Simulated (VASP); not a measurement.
**BAsI6: single point with PBEsol**

The system is BAsI6.

```
CELL_PARAMETERS angstrom
4.35104 -3.95176 -0.02930
4.35104 3.95176 -0.02930
-0.07980 0.00000 11.93421
ATOMIC_POSITIONS crystal
B 0.85823 0.85823 0.81110
As 0.05473 0.05473 0.26739
I 0.48697 0.97385 0.22287
I 0.97385 0.48697 0.22287
I 0.56411 0.02592 0.73454
I 0.02592 0.56411 0.73454
I 0.04229 0.04229 0.48088
I 0.99389 0.99389 0.95981
```

```yaml
Program: VASP 6.6.1
Task: single point
Functional: PBEsol
Potentials_or_basis: VASP PAW PBE potentials, release 64 (B, As, I)
Cutoff: 520 eV
k_mesh: 4 × 4 × 2
Occupations: fermi-dirac, width 0.03 eV
Spin: no spin polarisation
```

```yaml
Pressure: 0.0 GPa
Largest_force: 0.047 eV/Å
Band_gap_on_the_k_mesh: 1.03 eV
```

Forces on the atoms (eV/Å):
```
B    0.006  0.000  0.007
As  -0.037  0.000 -0.028
I    0.018 -0.020 -0.001
I    0.018  0.020 -0.001
I   -0.005  0.026 -0.013
I   -0.005 -0.026 -0.013
I    0.000  0.000  0.034
I    0.006  0.000  0.015
```

Levels at points of the mesh, in eV from the valence-band top:
| k point | band 23 | band 24 | band 25 | band 26 | band 27 | band 28 |
| --- | --- | --- | --- | --- | --- | --- |
| (0.00, 0.00, 0.00) | -0.72 | -0.50 | -0.45 | 2.31 | 2.49 | 3.11 |
| (0.50, 0.00, 0.00) | -0.75 | -0.48 | -0.23 | 1.75 | 2.53 | 2.67 |
| (0.50, 0.50, 0.00) | -0.22 | -0.04 | 0.00 | 1.03 | 1.97 | 2.29 |
| (0.00, 0.00, 0.50) | -0.72 | -0.51 | -0.46 | 2.19 | 2.48 | 3.02 |
| (0.50, 0.00, 0.50) | -0.63 | -0.54 | -0.37 | 1.77 | 2.48 | 2.75 |
| (0.50, 0.50, 0.50) | -0.22 | -0.13 | -0.03 | 1.08 | 1.99 | 2.38 |

Wall time 5.9 min on 1 thread of AMD EPYC 7R13 (shared host), peak memory 0.56 GiB.

Caveat: the PAW data sets were made with another functional, which shifts forces and pressure a little; spin-orbit coupling is left out, which moves the levels of the heavy elements; this functional lacks dispersion, which binds layers or chains, so the pressure and a relaxed spacing across them are unreliable. A k mesh can miss the band edges.
